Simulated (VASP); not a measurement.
# NaCl (Fm-3m) in VASP: a series of runs, part 2 of 2

VASP 6.6.1. Earlier steps stand in the parts before.

**4. Single point, r2SCAN**

The input, POSCAR:

```
NaCl
1.0
    0.0000000000      2.8928830000      2.8928830000
    2.8928830000      0.0000000000      2.8928830000
    2.8928830000      2.8928830000      0.0000000000
Na Cl
1 1
Direct
    0.0000000000      0.0000000000      0.0000000000
    0.5000000000      0.5000000000      0.5000000000
```

The input, INCAR.step1:

```
  ALGO = Normal
  EDIFF = 1E-4
  ENCUT = 520
  GGA = PE
  ISMEAR = -5
  LASPH = True
  LCHARG = False
  LREAL = False
  LWAVE = True
  NBANDS = 14
  NELM = 100
  PREC = Accurate
  SIGMA = 0.1
```

The input, INCAR.step2:

```
  ALGO = Normal
  EDIFF = 1E-6
  ENCUT = 520
  ISIF = 2
  ISMEAR = -5
  ISTART = 1
  LASPH = True
  LCHARG = False
  LMIXTAU = True
  LREAL = False
  LWAVE = False
  METAGGA = R2SCAN
  NBANDS = 14
  NELM = 100
  PREC = Accurate
  SIGMA = 0.1
```

The input, KPOINTS:

```
k-points
0
Gamma
  5 5 5
```

Potentials or basis: VASP PAW PBE potentials, release 64 (Na_pv, Cl).

Started as:

```console
$ cat potpaw_PBE.64/Na_pv/POTCAR potpaw_PBE.64/Cl/POTCAR > POTCAR
$ cp INCAR.step1 INCAR
$ mpirun -np 1 vasp_std > vasp.out
$ cp INCAR.step2 INCAR
$ mpirun -np 1 vasp_std > vasp.out
```

OUTCAR:

```text
EDIFF = 1E-6
   ENCUT = 520
   ISIF = 2
   ISMEAR = -5
   ISTART = 1
   LASPH = True
   LREAL = False
   METAGGA = R2SCAN
   NELM = 100
   PREC = Accurate

 ion  position               nearest neighbor table
   1  0.000  0.000  0.000-
   2  0.500  0.500  0.500-

  LATTYP: Found a face centered cubic cell.
 ALAT       =     5.7857660000

  Lattice vectors:

 A1 = (   0.0000000000,   2.8928830000,   2.8928830000)
 A2 = (   2.8928830000,   0.0000000000,   2.8928830000)
 A3 = (   2.8928830000,   2.8928830000,   0.0000000000)

Analysis of symmetry for initial positions (statically):
=====================================================================
 Subroutine PRICEL returns:
 Original cell was already a primitive cell.

 Routine SETGRP: Setting up the symmetry group for a
 face centered cubic supercell.

 Subroutine GETGRP returns: Found 48 space group operations
 (whereof 48 operations were pure point group operations)
 out of a pool of 48 trial point group operations.

The static configuration has the point symmetry O_h .

Analysis of symmetry for dynamics (positions and initial velocities):
=====================================================================
 Subroutine PRICEL returns:
 Original cell was already a primitive cell.

 Routine SETGRP: Setting up the symmetry group for a
 face centered cubic supercell.

 Subroutine GETGRP returns: Found 48 space group operations
 (whereof 48 operations were pure point group operations)
 out of a pool of 48 trial point group operations.

The dynamic configuration has the point symmetry O_h .

 Subroutine INISYM returns: Found 48 space group operations
 (whereof 48 operations are pure point group operations),
 and found     1 'primitive' translations

----------------------------------------------------------------------------------------

[... 105 lines left out ...]
   LHFCALC =     F    Hartree Fock is set to
   AEXX    =    0.0000 exact exchange contribution
   IVDW    =     0    specifies the selected vdW correction
   LEPSILON=     F    determine dielectric tensor
   LRPA    =     F    only Hartree local field effects (RPA)
 non-spin polarized calculation
 Fermi weights with tetrahedron method with Bloechl corrections
  energy-cutoff  :      520.00
  volume of cell :       48.42
 maximum number of plane-waves:      1326
   NGX = 15   NGY = 15   NGZ = 15

 number of electron      13.9999997 magnetization

 Free energy of the ion-electron system (eV)
  ---------------------------------------------------
  ext. energy  EPLUGINS =         0.00000000
  ---------------------------------------------------
  free energy    TOTEN  =       -13.75391058 eV

  energy without entropy =      -13.75391058  energy(sigma->0) =      -13.75391058

 E-fermi :  -1.5330     XC(G=0):  -8.2907

 val. band max:       -1.5788084424   @ k =   0.0000   0.0000   0.0000
 cond. band min:       4.0425583221   @ k =   0.0000   0.0000   0.0000
 fundamental gap:      5.6213667645
 Fermi energy:        -1.5329613710

 k-point     1 :       0.0000    0.0000    0.0000
  band No.  band energies     occupation
      1     -23.2516      2.00000
      2     -23.2514      2.00000
      3     -23.2514      2.00000
      4     -14.6388      2.00000
      5      -1.5788      2.00000
      6      -1.5788      2.00000
      7      -1.5788      2.00000
      8       4.0426      0.00000
      9      10.0970      0.00000
     10      10.0971      0.00000
     11      10.0971      0.00000
     12      12.2542      0.00000
     13      12.2542      0.00000
     14      13.6723      0.00000
[... 139 lines left out ...]
      1     -23.2638      2.00000
      2     -23.2590      2.00000
      3     -23.2560      2.00000
      4     -14.3294      2.00000
      5      -2.8411      2.00000
      6      -2.4266      2.00000
      7      -2.0915      2.00000
      8       7.7808      0.00000
      9       8.1985      0.00000
     10       8.5575      0.00000
     11      11.0236      0.00000
     12      13.4468      0.00000
     13      14.1302      0.00000
     14      15.9683      0.00000

------------------------ aborting loop because EDIFF is reached ----------------------------------------

  FORCE on cell =-STRESS in cart. coord.  units (eV):
  Direction    XX          YY          ZZ          XY          YZ          ZX
  --------------------------------------------------------------------------------------
  -------------------------------------------------------------------------------------
  Total       -0.6994529     -0.6994529     -0.6994529      0.0000000     -0.0000000     -0.0000000
  in kB      -23.1444286    -23.1444286    -23.1444286      0.0000000     -0.0000000     -0.0000000
  external PRESSURE =     -23.1444286 kB  Pullay stress =       0.0000000 kB

 VOLUME and BASIS-vectors are now :
 -----------------------------------------------------------------------------
  energy-cutoff  :      520.00
  volume of cell :       48.42
      direct lattice vectors                 reciprocal lattice vectors
     0.000000000  2.892883000  2.892883000    -0.172837961  0.172837961  0.172837961
     2.892883000  0.000000000  2.892883000     0.172837961 -0.172837961  0.172837961
     2.892883000  2.892883000  0.000000000     0.172837961  0.172837961 -0.172837961

 POSITION                                       TOTAL-FORCE (eV/Angst)
 -----------------------------------------------------------------------------------
      0.00000      0.00000      0.00000         0.000000     -0.000000     -0.000000
      2.89288      2.89288      2.89288        -0.000000      0.000000      0.000000
 -----------------------------------------------------------------------------------
    total drift:                               -0.000000      0.000000      0.000000

  FREE ENERGIE OF THE ION-ELECTRON SYSTEM (eV)
  ---------------------------------------------------
  free  energy   TOTEN  =       -13.7539105833 eV

  energy  without entropy=      -13.7539105833  energy(sigma->0) =      -13.75391058
```

OUTCAR.step1:

```text
EDIFF = 1E-4
   ENCUT = 520
   GGA = PE
   ISMEAR = -5
   LASPH = True
[... 376 lines left out ...]
      0.00000      0.00000      0.00000        -0.000000     -0.000000     -0.000000
      2.89288      2.89288      2.89288         0.000000      0.000000      0.000000
 -----------------------------------------------------------------------------------
    total drift:                                0.000000      0.000000      0.000000

  FREE ENERGIE OF THE ION-ELECTRON SYSTEM (eV)
  ---------------------------------------------------
  free  energy   TOTEN  =        -6.7706101810 eV

  energy  without entropy=       -6.7706101810  energy(sigma->0) =       -6.77061018
```

Wall time 67 s (1 thread of AMD EPYC 7R13, shared host); peak memory 0.14 GiB.

What came out:

```yaml
Free_energy: -13.7539 eV
Pressure: -2.3 GPa
Band_gap_on_the_k_mesh: 5.62 eV, direct
```

Caveat: the PAW data sets were made with another functional, which shifts forces and pressure a little.

**5. Overview**

```csv
smearing,gap on the mesh (eV),pressure (GPa)
methfessel-paxton 0.0138 eV,5.62,-2.3
methfessel-paxton 0.1 eV,5.62,-2.3
tetrahedron,5.62,-2.3
```

Alike in all rows: task single point; level r2SCAN; potentials or basis VASP PAW PBE potentials, release 64 (Na_pv, Cl); no spin polarisation; cell as given; k mesh 5 × 5 × 5; cutoff (eV) 520.

On the cell as given the gap runs from 5.62 eV (r2SCAN) to 5.62 eV (r2SCAN).

Caveats: the PAW data sets were made with another functional, which shifts forces and pressure a little.

Total energies depend on the potentials used, so only differences within one code and one set of settings carry meaning.
